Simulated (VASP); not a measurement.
The system is SrO.

```
Sr O
1.0
     0.00000    2.56630    2.56630
     2.56630    0.00000    2.56630
     2.56630    2.56630    0.00000
Sr O
1 1
Direct
  0.50000 0.50000 0.50000
  0.00000 0.00000 0.00000
```

```yaml
Program: VASP 6.6.1
Task: relaxation of cell and atoms
Functional: LDA
Potentials_or_basis: VASP PAW LDA potentials, release 64 (Sr_sv, O)
Cutoff: 600 eV
k_mesh: 9 × 9 × 9
Occupations: fermi-dirac, width 0.15 eV
Spin: no spin polarisation
```

At the start: pressure -3.2 GPa; volume 16.90 Å³/atom.

Problem. Where does the relaxation end?

Solution. Over 3 steps the energy falls by 5.8 meV/atom and the volume is 16.34 Å³/atom (-3.3 %); space group Fm-3m (No. 225, to 0.1 Å) before and after.

The path:
```csv
step,energy change (eV),largest force (eV/Å),pressure (GPa),volume (Å³)
1,0.0000,0.0000,-3.23,33.80
2,-0.0088,0.0000,1.75,32.17
3,-0.0116,0.0000,0.00,32.69
```

Final structure:
```xyz
2
Lattice="0.0000 2.5378 2.5378 2.5378 0.0000 2.5378 2.5378 2.5378 0.0000" Properties=species:S:1:pos:R:3 pbc="T T T"
Sr    2.5378    2.5378    2.5378
O     0.0000    0.0000    0.0000
```
